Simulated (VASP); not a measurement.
# Si (P6_3/mmc) in VASP: further runs

Si is run at these levels: LDA; tasks: single point.

All numbers are computed with VASP 6.6.1; they aren't measurements. Logs are shortened: lines on timing, memory, paths and dates and some standing lists are left out, and cuts for length are marked.

## (1) The cell of the first run

It takes space group P6_3/mmc (No. 194, hexagonal). The conventional cell has a = 3.821 Å, b = 3.821 Å, c = 6.270 Å, α = 90.00°, β = 90.00°, γ = 120.00°. Within 3.1 Å of Si (site symmetry 3m) lie 4 Si at 2.34 to 2.35 Å.

This isn't the form of Si at room conditions, which is diamond.

## (2) Single point, LDA (strained cell)

Input file INCAR:

```
SYSTEM = Si
ALGO = Normal
EDIFF = 1E-6
ENCUT = 520
ISIF = 2
ISMEAR = 0
LASPH = .True.
LCHARG = .False.
LREAL = .False.
LWAVE = .False.
NBANDS = 16
NELM = 60
PREC = Accurate
SIGMA = 0.02
```

Input file KPOINTS:

```
k-points
0
Gamma
  9 9 6
  0 0 0
```

Input file POSCAR:

```
Si
1.0
    3.8211964665      0.0000000000      0.0000000000
   -1.9105982332      3.3092532128      0.0000000000
    0.0000000000      0.0000000000      6.2695418345
Si
4
Direct
    0.3333333333      0.6666666667     -0.0005202481
    0.6666666667      0.3333333333      0.4994797519
    0.3333333333      0.6666666667      0.3745202481
    0.6666666667      0.3333333333      0.8745202481
```

Potentials or basis: VASP PAW LDA potentials, release 64 (Si).

Run with:

```
$ cat potpaw_LDA.64/Si/POTCAR > POTCAR
$ mpirun -np 1 vasp_std > vasp.out
```

OUTCAR:

```text
SYSTEM = Si
   EDIFF = 1E-6
   ENCUT = 520
   ISIF = 2
   ISMEAR = 0
   LASPH = .True.
   LREAL = .False.
   NELM = 60
   PREC = Accurate

 ion  position               nearest neighbor table
   1  0.333  0.667  0.999-   4 2.34   4 2.34   4 2.34   3 2.35
   2  0.667  0.333  0.499-   3 2.34   3 2.34   3 2.34   4 2.35
   3  0.333  0.667  0.375-   2 2.34   2 2.34   2 2.34   1 2.35
   4  0.667  0.333  0.875-   1 2.34   1 2.34   1 2.34   2 2.35

  LATTYP: Found a hexagonal cell.
 ALAT       =     3.8211964665
 C/A-ratio  =     1.6407274238

  Lattice vectors:

 A1 = (   3.8211964665,   0.0000000000,   0.0000000000)
 A2 = (  -1.9105982332,   3.3092532128,   0.0000000000)
 A3 = (   0.0000000000,   0.0000000000,   6.2695418345)

Analysis of symmetry for initial positions (statically):
=====================================================================
 Subroutine PRICEL returns:
 Original cell was already a primitive cell.

 Routine SETGRP: Setting up the symmetry group for a
 hexagonal supercell.

 Subroutine GETGRP returns: Found 24 space group operations
 (whereof  6 operations were pure point group operations)
 out of a pool of 24 trial point group operations.

The static configuration has the point symmetry C_3v.
 The point group associated with its full space group is D_6h.

Analysis of symmetry for dynamics (positions and initial velocities):
=====================================================================
 Subroutine PRICEL returns:
 Original cell was already a primitive cell.

 Routine SETGRP: Setting up the symmetry group for a
 hexagonal supercell.

 Subroutine GETGRP returns: Found 24 space group operations
 (whereof  6 operations were pure point group operations)
 out of a pool of 24 trial point group operations.

The dynamic configuration has the point symmetry C_3v.
 The point group associated with its full space group is D_6h.

 Subroutine INISYM returns: Found 24 space group operations
 (whereof  6 operations are pure point group operations),
 and found     1 'primitive' translations

----------------------------------------------------------------------------------------

                                     Primitive cell

  volume of cell :      79.2803

  direct lattice vectors                    reciprocal lattice vectors
     3.821196466  0.000000000  0.000000000     0.261698138  0.151091490  0.000000000
    -1.910598233  3.309253213  0.000000000     0.000000000  0.302182981  0.000000000
     0.000000000  0.000000000  6.269541835     0.000000000  0.000000000  0.159501288

  length of vectors
     3.821196466  3.821196466  6.269541835     0.302182981  0.302182981  0.159501288

  position of ions in fractional coordinates (direct lattice)
     0.333333333  0.666666667  0.999479752
     0.666666667  0.333333333  0.499479752
     0.333333333  0.666666667  0.374520248
     0.666666667  0.333333333  0.874520248

  ion indices of the primitive-cell ions
   primitive index   ion index
                 1           1
                 2           2
                 3           3
                 4           4

----------------------------------------------------------------------------------------

 KPOINTS: k-points

Automatic generation of k-mesh.
 Grid dimensions read from file:
 generate k-points for:    9    9    6

 Generating k-lattice:

  Cartesian coordinates                     Fractional coordinates (reciprocal lattice)
     0.029077571  0.016787943  0.000000000     0.111111111  0.000000000  0.000000000
     0.000000000  0.033575887  0.000000000     0.000000000  0.111111111  0.000000000
     0.000000000  0.000000000  0.026583548     0.000000000  0.000000000  0.166666667

  Length of vectors
     0.033575887  0.033575887  0.026583548

  Shift w.r.t. Gamma in fractional coordinates (k-lattice)
     0.000000000  0.000000000  0.000000000

 Subroutine IBZKPT returns following result:
 ===========================================

 Found     48 irreducible k-points:

 Following reciprocal coordinates:
            Coordinates               Weight
  0.000000  0.000000  0.000000      1.000000
  0.111111 -0.000000  0.000000      6.000000
  0.222222  0.000000  0.000000      6.000000
  0.333333  0.000000  0.000000      6.000000
  0.444444  0.000000  0.000000      6.000000
  0.111111  0.111111  0.000000      6.000000
[... 16 lines left out ...]
  0.333333  0.222222  0.166667     24.000000
  0.333333  0.333333  0.166667      4.000000
 [... further k-points ...]
   k-points           NKPTS =     48   k-points in BZ     NKDIM =     48   number of bands    NBANDS=     16
   number of dos      NEDOS =    301   number of ions     NIONS =      4
   total plane-waves  NPLWV =  37632
   dimension x,y,z NGX =    28 NGY =   28 NGZ =   48
   dimension x,y,z NGXF=    56 NGYF=   56 NGZF=   96
   ions per type =               4
   NGX,Y,Z   is equivalent  to a cutoff of  12.18, 12.18, 12.73 a.u.
   NGXF,Y,Z  is equivalent  to a cutoff of  24.36, 24.36, 25.46 a.u.
 SYSTEM =  Si
   PREC   = accura    normal or accurate (medium, high low for compatibility)
   ISTART =      0    job   : 0-new  1-cont  2-samecut
   ICHARG =      2    charge: 1-file 2-atom 10-const
   ISPIN  =      1    spin polarized calculation?
   LNONCOLLINEAR =      F non collinear calculations
   LSORBIT =      F    spin-orbit coupling
   LASPH  =      T    aspherical Exc in radial PAW
   ENCUT  =  520.0 eV  38.22 Ry    6.18 a.u.   7.10  7.10 11.66*2*pi/ulx,y,z
   NELM   =     60;   NELMIN=  2; NELMDL= -5     # of ELM steps
   EDIFF  = 0.1E-05   stopping-criterion for ELM
   LREAL  =      F    real-space projection
   EDIFFG = 0.1E-04   stopping-criterion for IOM
   NSW    =      0    number of steps for IOM
   IBRION =     -1    ionic relax: 0-MD 1-quasi-New 2-CG
   NFREE  =      0    steps in history (QN), initial steepest desc. (CG)
   ISIF   =      2    stress and relaxation
   ISYM   =      2    0-nonsym 1-usesym 2-fastsym
   POTIM  = 0.5000    time-step for ionic-motion
   TEBEG  =    0.0;   TEEND  =   0.0 temperature during run
   PSTRESS=    0.0 pullay stress
   NELECT =      16.0000    total number of electrons
   NUPDOWN=      -1.0000    fix difference up-down
   EMIN   =  10.00;   EMAX   =-10.00  energy-range for DOS
   EFERMI =   0.00;   METHOD = LEGACY
   ISMEAR =     0;   SIGMA  =   0.02  broadening in eV -4-tet -1-fermi 0-gaus
   EFERMI_NEDOS =   21; number of points for ismear=-14 and -15
   IALGO  =     38    algorithm
   IMIX   =      4    mixing-type and parameters
     AMIX     =   0.40;   BMIX     =  1.00
     AMIX_MAG =   1.60;   BMIX_MAG =  1.00
  volume/ion in A,a.u.               =      19.82       133.75
  Fermi-wavevector in a.u.,A,eV,Ry     =   0.960269  1.814646 12.546168  0.922117
  Thomas-Fermi vector in A             =   2.089539
   LORBIT       =      0    0 simple, 1 ext, 2 COOP (PROOUT), +10 PAW based schemes
   GGA     = CA    functional components
   LHFCALC =     F    Hartree Fock is set to
   AEXX    =    0.0000 exact exchange contribution
   IVDW    =     0    specifies the selected vdW correction
   LEPSILON=     F    determine dielectric tensor
   LRPA    =     F    only Hartree local field effects (RPA)
 non-spin polarized calculation
 Gauss-broadening in eV      SIGMA  =   0.02
  energy-cutoff  :      520.00
  volume of cell :       79.28
 maximum number of plane-waves:      2154
   NGX = 15   NGY = 15   NGZ = 23

 number of electron      15.9999998 magnetization

 Free energy of the ion-electron system (eV)
  ---------------------------------------------------
  ext. energy  EPLUGINS =         0.00000000
  ---------------------------------------------------
  free energy    TOTEN  =       -23.79560416 eV

  energy without entropy =      -23.79560416  energy(sigma->0) =      -23.79560416

 E-fermi :   6.2018     XC(G=0):  -9.6388

 val. band max:        6.1160932262   @ k =   0.0000   0.0000   0.0000
 cond. band min:       6.4144223774   @ k =   0.4444   0.0000   0.0000
 fundamental gap:      0.2983291512
 Fermi energy:         6.2018389073

 k-point     1 :       0.0000    0.0000    0.0000
  band No.  band energies     occupation
      1      -6.1686      2.00000
      2      -3.8028      2.00000
      3      -1.1668      2.00000
      4       4.5497      2.00000
      5       4.5497      2.00000
      6       5.8205      2.00000
[... 8 lines left out ...]
     15      10.2736      0.00000
     16      11.9977      0.00000

 k-point     2 :       0.1111   -0.0000    0.0000
  band No.  band energies     occupation
      1      -6.0240      2.00000
      2      -3.6556      2.00000
      3      -1.0892      2.00000
      4       3.4524      2.00000
      5       4.2626      2.00000
      6       5.1137      2.00000
[... 8 lines left out ...]
     15      10.8750      0.00000
     16      11.1919      0.00000

 k-point     3 :       0.2222    0.0000    0.0000
  band No.  band energies     occupation
      1      -5.5973      2.00000
      2      -3.2199      2.00000
      3      -0.9595      2.00000
      4       1.9047      2.00000
      5       3.3898      2.00000
      6       3.7246      2.00000
[... 8 lines left out ...]
     15      11.8816      0.00000
     16      12.1462      0.00000

 k-point     4 :       0.3333    0.0000    0.0000
  band No.  band energies     occupation
      1      -4.9200      2.00000
      2      -2.5226      2.00000
      3      -1.2863      2.00000
      4       1.1186      2.00000
      5       1.7190      2.00000
      6       3.2743      2.00000
[... 8 lines left out ...]
     15      13.0109      0.00000
     16      13.1423      0.00000
[... 324 lines left out ...]
 k-point    22 :       0.2222    0.2222    0.1667
  band No.  band energies     occupation
      1      -4.4336      2.00000
      2      -2.5527      2.00000
      3      -1.1660      2.00000
      4       1.0374      2.00000
      5       1.7633      2.00000
      6       1.8770      2.00000
[... 8 lines left out ...]
     15      11.6666      0.00000
     16      12.4320      0.00000

 k-point    23 :       0.3333    0.2222    0.1667
  band No.  band energies     occupation
      1      -3.6527      2.00000
      2      -2.3700      2.00000
      3      -1.3821      2.00000
      4       0.0014      2.00000
      5       1.2946      2.00000
      6       2.2973      2.00000
[... 8 lines left out ...]
     15      12.7322      0.00000
     16      13.5093      0.00000

 k-point    24 :       0.3333    0.3333    0.1667
  band No.  band energies     occupation
      1      -2.9269      2.00000
      2      -2.9269      2.00000
      3      -0.7038      2.00000
      4      -0.7038      2.00000
      5       0.9037      2.00000
      6       2.5286      2.00000
[... 8 lines left out ...]
     15      13.1090      0.00000
     16      13.3357      0.00000

 [... further k-points ...]

------------------------ aborting loop because EDIFF is reached ----------------------------------------

  FORCE on cell =-STRESS in cart. coord.  units (eV):
  Direction    XX          YY          ZZ          XY          YZ          ZX
  --------------------------------------------------------------------------------------
  -------------------------------------------------------------------------------------
  Total       -0.5160548     -0.5160548      0.1637118     -0.0000000      0.0000000      0.0000000
  in kB      -10.4289661    -10.4289661      3.3084564     -0.0000000      0.0000000      0.0000000
  external PRESSURE =      -5.8498253 kB  Pullay stress =       0.0000000 kB

 VOLUME and BASIS-vectors are now :
 -----------------------------------------------------------------------------
  energy-cutoff  :      520.00
  volume of cell :       79.28
      direct lattice vectors                 reciprocal lattice vectors
     3.821196466  0.000000000  0.000000000     0.261698138  0.151091490  0.000000000
    -1.910598233  3.309253213  0.000000000     0.000000000  0.302182981  0.000000000
     0.000000000  0.000000000  6.269541835     0.000000000  0.000000000  0.159501288

 POSITION                                       TOTAL-FORCE (eV/Angst)
 -----------------------------------------------------------------------------------
     -0.00000      2.20617      6.26628        -0.000000     -0.000000      0.000078
      1.91060      1.10308      3.13151         0.000000     -0.000000      0.000078
     -0.00000      2.20617      2.34807        -0.000000      0.000000     -0.000078
      1.91060      1.10308      5.48284         0.000000      0.000000     -0.000078
 -----------------------------------------------------------------------------------
    total drift:                               -0.000000      0.000000      0.000002

  FREE ENERGIE OF THE ION-ELECTRON SYSTEM (eV)
  ---------------------------------------------------
  free  energy   TOTEN  =       -23.7956041568 eV

  energy  without entropy=      -23.7956041568  energy(sigma->0) =      -23.79560416
```

Wall time 18 s (1 thread of Intel Xeon Platinum 8559C (Emerald Rapids), shared host); peak memory 0.17 GiB.

Results:

```yaml
Free_energy: -23.7956 eV
Pressure: -0.6 GPa
Band_gap_on_the_k_mesh: 0.30 eV (least direct gap 0.90 eV)
```

Stress tensor (GPa, compression positive):
```
-1.04  0.00  0.00
 0.00 -1.04  0.00
 0.00  0.00  0.33
```

Levels at points of the mesh, in eV from the valence-band top:
```
           k point  band 4  band 5  band 6  band 7  band 8  band 9  band 10  band 11  band 12  band 13
(0.00, 0.00, 0.00)   -1.57   -1.57   -0.30    0.00    0.00    0.90     1.93     1.93     2.44     3.51
(0.00, 0.00, 0.50)   -4.22   -0.96   -0.96   -0.96   -0.96    1.70     1.70     2.93     2.93     2.93
```

Caveat: the cell differs from its parent crystal (strained cell); semilocal functionals underestimate gaps, and a narrow one can read as zero. A k mesh can miss the band edges.

## (3) Single point, LDA (strained cell)

Input file INCAR:

```
  PREC = Accurate
  ENCUT = 520
  EDIFF = 1E-7
  ISMEAR = 0
  SIGMA = 0.02
  LREAL = F
  LASPH = T
  NELM = 100
  ALGO = Normal
  ISIF = 2
  LWAVE = F
  LCHARG = F
  GGA = CA
  NBANDS = 16
```

Input file KPOINTS:

```
regular mesh
0
Gamma
  9 9 6
```

Input file POSCAR:

```
Si
1.0
    3.8211964665      0.0000000000      0.0000000000
   -1.9105982332      3.3092532128      0.0000000000
    0.0000000000      0.0000000000      6.2809789075
Si
4
Direct
    0.3333333333      0.6666666667     -0.0004025288
    0.6666666667      0.3333333333      0.4995974712
    0.3333333333      0.6666666667      0.3744025288
    0.6666666667      0.3333333333      0.8744025288
```

Potentials or basis: VASP PAW LDA potentials, release 64 (Si).

Run with:

```
$ cat potpaw_LDA.64/Si/POTCAR > POTCAR
$ mpirun -np 1 vasp_std > vasp.out
```

Wall time 22 s (1 thread of Intel Xeon Platinum 8559C (Emerald Rapids), shared host); peak memory 0.17 GiB.

It converged, with:

- Free energy: -23.7957 eV
- Pressure: -0.8 GPa
- Band gap on the k mesh: 0.31 eV (least direct gap 0.91 eV)

Stress tensor (GPa, compression positive):
```
-1.11  0.00  0.00
 0.00 -1.11  0.00
 0.00  0.00 -0.06
```

Levels at points of the mesh, in eV from the valence-band top:
```csv
k point,band 5,band 6,band 7,band 8,band 9,band 10,band 11,band 12
"(0.00, 0.00, 0.00)",-1.56,-0.31,0.00,0.00,0.91,1.94,1.94,2.40
"(0.00, 0.00, 0.50)",-0.95,-0.95,-0.95,-0.95,1.71,1.71,2.93,2.93
```

Caveat: the cell differs from its parent crystal (strained cell); semilocal functionals underestimate gaps, and a narrow one can read as zero.

(Continued in part 2 of 2.)
